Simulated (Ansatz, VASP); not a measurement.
# KCl: VASP beside Ansatz

The input POSCAR:

```
KCl
1.0
    0.0000000000      3.1878530000      3.1878530000
    3.1878530000      0.0000000000      3.1878530000
    3.1878530000      3.1878530000      0.0000000000
K Cl
1 1
Direct
    0.0000000000      0.0000000000      0.0000000000
    0.5000000000      0.5000000000      0.5000000000
```

Contents of INCAR.step1:

```
SYSTEM = KCl
ALGO = Normal
EDIFF = 1E-4
ENCUT = 520
GGA = PE
ISMEAR = -1
LASPH = .TRUE.
LCHARG = .FALSE.
LREAL = .FALSE.
LWAVE = .TRUE.
NBANDS = 15
NELM = 60
PREC = Accurate
SIGMA = 0.0315
```

The input INCAR.step2:

```
SYSTEM = KCl
ALGO = Normal
EDIFF = 1E-6
ENCUT = 520
ISIF = 2
ISMEAR = -1
ISTART = 1
LASPH = .TRUE.
LCHARG = .FALSE.
LMIXTAU = .TRUE.
LREAL = .FALSE.
LWAVE = .FALSE.
METAGGA = R2SCAN
NBANDS = 15
NELM = 60
PREC = Accurate
SIGMA = 0.0315
```

File KPOINTS:

```
k-points
0
G
  7 7 7
  0 0 0
```

Input for Ansatz:

```yaml
crystal:
  lattice:
    - [0.0, 3.187853, 3.187853]
    - [3.187853, 0.0, 3.187853]
    - [3.187853, 3.187853, 0.0]
  atoms:
    - { symbol: K, position: [0.0, 0.0, 0.0] }
    - { symbol: Cl, position: [0.5, 0.5, 0.5] }
  symmetry: { tolerance: 0.0003 }
kpoints:
  mp_grid: { grid: [7, 7, 7], shift: [0, 0, 0] }
  band_path:
    path:
      - [0.0, 0.0, 0.0]
      - [0.5, 0.0, 0.5]
      - [0.625, 0.25, 0.625]
      - [0.375, 0.375, 0.75]
      - [0.0, 0.0, 0.0]
      - [0.5, 0.5, 0.5]
      - [0.5, 0.25, 0.75]
      - [0.5, 0.0, 0.5]
    npoints: 8
magnetization:
  spin_polarized: false
scf:
  occupations: { method: fermi_dirac, width: 0.0315 }
  lower_state_search: "off"
  max_iter: 200
hamiltonian:
  pseudopotentials: { kind: paw }
  xc: r2scan
basis:
  ecutwfc: 500
  fft_grid_basis: typed
output:
  forces: true
  stress: true
  eigenvalues: true
  bader: true
  populations: true
  elf: true
  write_potential: true
  volumetric_format: npy
  dos:
    e_range: [-12, 8]
    de: 0.05
    projected: { site_lists: { Cl: [Cl], K: [K] } }
checkpoint:
  read: saved_state
```

Alike in both runs: task single point; functional r2SCAN; k mesh 7 × 7 × 7; occupations fermi-dirac, width 0.0315 eV; no spin polarisation.

|  | VASP | Ansatz |
| --- | --- | --- |
| version | VASP 6.6.1 | Ansatz 0.2.0 |
| potentials or method | VASP PAW PBE potentials, release 64 (K_sv, Cl), cutoff 520 eV | PAW plane waves |
| valence electrons in the cell | 16 | 16 |

```csv
,VASP,Ansatz,Ansatz less VASP
gap on the k mesh at the Fermi level (eV),5.69,5.69,-0.004
pressure (GPa),-0.7,-0.7,+0.03
```

VASP's potentials were made for PBE, not for r2SCAN.
